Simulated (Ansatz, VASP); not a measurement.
## KMgF3: VASP beside Ansatz

```
K Mg F
1.0
     4.09433    0.00000    0.00000
     0.00000    4.09433    0.00000
     0.00000    0.00000    4.09433
K Mg F
1 1 3
Cartesian
  2.0472 2.0472 2.0472
  0.0000 0.0000 0.0000
  2.0472 0.0000 0.0000
  0.0000 2.0472 0.0000
  0.0000 0.0000 2.0472
```

Alike in both runs: task single point; functional PBE; k mesh 6 × 6 × 6; occupations gaussian, width 0.02 eV; no spin polarisation.

|  | VASP | Ansatz |
| --- | --- | --- |
| version | VASP 6.6.1 | Ansatz 0.2.0 |
| potentials or method | VASP PAW PBE potentials, release 64 (K_sv, Mg, F), cutoff 520 eV | scalar-relativistic, plane waves, PAW |
| valence electrons in the cell | 32 | 40 |

```tsv
	VASP	Ansatz	Ansatz less VASP
gap on the k mesh at the Fermi level (eV)	6.72	6.75	+0.031
least direct gap on the mesh (eV)	7.04	7.07	+0.029
pressure (GPa)	-2.2	-1.8	+0.41
```

VASP's potentials hold 32 valence electrons a cell and Ansatz's 40, so a difference there can come from the potentials and not from the codes.
